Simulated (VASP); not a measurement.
The system is AlGeSbH2.

```
Al Ge Sb H
1.0
     4.53461    0.00000    0.00000
    -2.26731    3.92709    0.00000
     0.00000    0.00000    4.73184
Al Ge Sb H
1 1 1 2
Cartesian
  2.2673 1.3090 0.0000
  0.0000 0.0000 0.0000
  0.0000 2.6181 0.0000
  0.0000 0.0000 3.2838
  0.0000 0.0000 1.4481
```

The cell was built from a structure type or drawn by symmetry, and may not be a known phase.

```yaml
Program: VASP 6.6.1
Task: relaxation of cell and atoms
Functional: PBE
Potentials_or_basis: VASP PAW PBE potentials, release 64 (Al, Ge_d, Sb, H)
Cutoff: 500 eV
k_mesh: 3 × 3 × 3
Occupations: gaussian, width 0.15 eV
Spin: no spin polarisation
```

At the start: pressure 22.3 GPa; volume 16.85 Å³/atom.

Q: How do energy, volume and symmetry change on relaxing?

A: Over 24 steps the energy falls by 531.0 meV/atom and the volume is 21.36 Å³/atom (+26.7 %); space group P-6m2 (No. 187, to 0.1 Å) before and after.

Step by step:
| step | energy change (eV) | largest force (eV/Å) | pressure (GPa) | volume (Å³) |
| --- | --- | --- | --- | --- |
| 1 | 0.0000 | 2.8305 | 22.32 | 84.26 |
| 2 | -1.8674 | 0.1049 | -2.09 | 116.06 |
| 3 | -1.8836 | 0.2217 | -0.64 | 111.63 |
| 4 | -1.8841 | 0.1973 | -0.88 | 112.37 |
| 5 | -1.9491 | 0.4237 | -0.58 | 110.88 |
| 6 | -2.0469 | 1.0231 | 0.27 | 107.27 |
| 7 | -1.8433 | 2.4347 | 2.65 | 99.19 |
| 8 | -2.0484 | 1.3009 | 0.57 | 105.91 |
| 9 | -2.0872 | 1.3292 | 0.37 | 105.51 |
| 10 | -2.1989 | 1.4062 | 0.06 | 104.27 |
| 11 | -2.2612 | 1.0344 | 0.66 | 101.54 |
| 12 | -2.2751 | 1.3323 | 0.23 | 102.55 |
| 13 | -2.3998 | 1.0013 | 0.58 | 102.16 |
| 14 | -2.4372 | 0.9837 | 1.49 | 101.55 |
| 15 | -2.4595 | 0.3515 | 0.98 | 101.86 |
| 16 | -2.4640 | 0.0635 | 1.15 | 101.74 |
| 17 | -2.5576 | 0.1989 | 0.90 | 102.71 |
| 18 | -2.6361 | 0.3527 | 0.74 | 104.38 |
| 19 | -2.6434 | 0.3723 | 0.71 | 104.90 |
| 20 | -2.6474 | 0.3858 | 0.68 | 105.55 |
| 21 | -2.6401 | 0.4202 | 0.87 | 106.77 |
| 22 | -2.6475 | 0.4054 | 0.69 | 105.88 |
| 23 | -2.6542 | 0.1816 | 0.21 | 107.09 |
| 24 | -2.6548 | 0.0583 | 0.31 | 106.80 |

Final structure:
```cif
data_structure
_symmetry_space_group_name_H-M 'P 1'
_symmetry_Int_Tables_number 1
_cell_length_a 5.1687
_cell_length_b 5.1687
_cell_length_c 4.6161
_cell_angle_alpha 90.000
_cell_angle_beta 90.000
_cell_angle_gamma 120.000
_cell_volume 106.80
loop_
_atom_site_label
_atom_site_type_symbol
_atom_site_fract_x
_atom_site_fract_y
_atom_site_fract_z
_atom_site_occupancy
Al1 Al 0.66667 0.33333 0.00000 1
Ge1 Ge 0.00000 0.00000 0.00000 1
Sb1 Sb 0.33333 0.66667 0.00000 1
H1 H 0.00000 0.00000 0.59240 1
H2 H 0.00000 0.00000 0.40760 1
```

Caveat: the k points lie up to 0.47 Å⁻¹ apart in the final cell, too coarse for converged energies and pressures of a metal; the volume moved by over 15 % at a fixed basis, so the end points are rough; the relaxation stopped at a loose force limit of 0.08 eV/Å, so its end isn't a converged minimum.
